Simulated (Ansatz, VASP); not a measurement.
## I in VASP and in Ansatz

```
I
1.0
     2.36489   -3.68334   -0.16254
     2.36489    3.68334   -0.16254
    -1.66259    0.00000    2.39783
I
1
Direct
  0.50000 0.50000 0.50000
```

Alike in both runs: functional PBEsol; k mesh 12 × 12 × 18; occupations gaussian, width 0.1 eV; no spin polarisation.

Ansatz relaxed the structure, and its values are those at the end. VASP's run is a single point on that final structure, the one shown.

|  | VASP | Ansatz |
| --- | --- | --- |
| version | VASP 6.6.1 | Ansatz 0.2.0 |
| potentials or method | VASP PAW PBE potentials, release 64 (I), cutoff 520 eV | scalar-relativistic, plane waves, PAW |
| valence electrons in the cell | 7 | 17 |

```csv
,VASP,Ansatz,Ansatz less VASP
gap on the k mesh at the Fermi level (eV),none,none,-
pressure (GPa),0.0,0.0,+0.01
```

VASP's potentials were made for PBE, not for PBEsol. A gap of «none» marks a metal or a gap that the smearing closes. The functional is the same, so the differences come from potentials, cutoffs and numerics. VASP's potentials hold 7 valence electrons a cell and Ansatz's 17, so a difference there can come from the potentials and not from the codes.

Spin-orbit coupling is off throughout.
